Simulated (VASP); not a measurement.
Set up this calculation in VASP 6.6.1, as the native input.

```
Task                   : single point
Functional             : PBE
Potentials or basis    : VASP PAW PBE potentials, release 64 (Ge_d)
Cutoff                 : 520 eV
k mesh                 : 14 × 14 × 14
Occupations            : gaussian, width 0.15 eV
Spin                   : no spin polarisation
Dipole correction      : no
Further INCAR settings : ALGO = Normal; EDIFF = 1e-07; NBANDS = 21
```

The structure of Ge lies in POSCAR:

```
Ge
1.0
    0.0000000000      2.9330164942      2.4449625495
    2.9330164942      0.0000000000      2.4449625495
    2.9330164942      2.9330164942      0.0000000000
Ge
2
Direct
    0.5000000000      0.5000000000      0.5000000000
    0.7500000000      0.7500000000      0.7500000000
```

This cell differs from its parent crystal: volume 21.033 Å^3 an atom, c/a of the conventional cell 0.8336.

These files were run (other wordings do the same):

INCAR

```
ALGO = Normal
EDIFF = 1E-7
ENCUT = 520
GGA = PE
ISIF = 2
ISMEAR = 0
LASPH = T
LCHARG = F
LREAL = F
LWAVE = F
NBANDS = 21
NELM = 60
PREC = Accurate
SIGMA = 0.15
```

KPOINTS

```
k-points
0
Gamma
  14 14 14
```

Potentials or basis: VASP PAW PBE potentials, release 64 (Ge_d).

Launch:

```bash
$ cat potpaw_PBE.64/Ge_d/POTCAR > POTCAR
$ mpirun -np 1 vasp_std > vasp.out
```

It gave:

```yaml
Pressure: 9.1 GPa
Band_gap_on_the_k_mesh: zero (band 14 reaches 6.21 eV, above the bottom of band 15 at 5.07 eV)
```

It took 3.3 min on 1 thread of AMD EPYC 7R43 64-Core Processor (Zen 3) (shared host), peak memory 0.25 GiB.
